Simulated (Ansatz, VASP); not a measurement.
## AgCl in VASP and in Ansatz

File INCAR:

```
SYSTEM = AgCl
  PREC = Accurate
  ENCUT = 520
  EDIFF = 1E-6
  ISMEAR = -1
  SIGMA = 0.02
  LREAL = .False.
  LASPH = .True.
  NELM = 60
  ALGO = Normal
  ISIF = 2
  LWAVE = .False.
  LCHARG = .False.
  GGA = PE
  NBANDS = 16
```

The input KPOINTS:

```
Automatic mesh
0
Gamma
  8 8 8
  0 0 0
```

The input POSCAR:

```
AgCl
1.0
    3.3917397088     -0.0038483331     -0.0038483331
   -0.0038483331      3.3917397088     -0.0038483331
   -0.0038483331     -0.0038483331      3.3917397088
Ag Cl
1 1
Direct
    0.0000000000      0.0000000000      0.0000000000
    0.5000000000      0.5000000000      0.5000000000
```

Input for Ansatz:

```yaml
crystal:
  lattice:
    - [3.3917397088, -0.0038483331, -0.0038483331]
    - [-0.0038483331, 3.3917397088, -0.0038483331]
    - [-0.0038483331, -0.0038483331, 3.3917397088]
  atoms:
    - { symbol: Ag, position: [0.0, 0.0, 0.0] }
    - { symbol: Cl, position: [0.5, 0.5, 0.5] }
kpoints:
  mp_grid: { grid: [8, 8, 8] }
  band_path:
    path: [[0.0, 0.0, 0.0], [0.0, 0.5, 0.0], [0.5, 0.5, 0.0], [0.5, 0.5, 0.5]]
    npoints: 1
hamiltonian:
  xc: pbe
scf:
  occupations: { method: fermi_dirac, width: 0.02 }
  n_extra_bands: 4
output:
  forces: true
  stress: true
  eigenvalues: true
```

Change from the starting cell: shear_111 strain -0.3%.

Alike in both runs: task single point; functional PBE; k mesh 8 × 8 × 8; occupations fermi-dirac, width 0.02 eV; no spin polarisation.

|  | VASP | Ansatz |
| --- | --- | --- |
| version | VASP 6.6.1 | Ansatz 0.2.0 |
| potentials or method | VASP PAW PBE potentials, release 64 (Ag, Cl) | plane waves, PAW |
| plane-wave cutoff (eV) | 520 | 420 |
| valence electrons in the cell | 18 | 26 |

|  | VASP | Ansatz | Ansatz less VASP |
| --- | --- | --- | --- |
| pressure (GPa) | 1.7 | 1.8 | +0.14 |

With one functional, cell and mesh, what is left measures potentials, basis and numerics. VASP's potentials hold 18 valence electrons a cell and Ansatz's 26, so a difference there can come from the potentials and not from the codes.
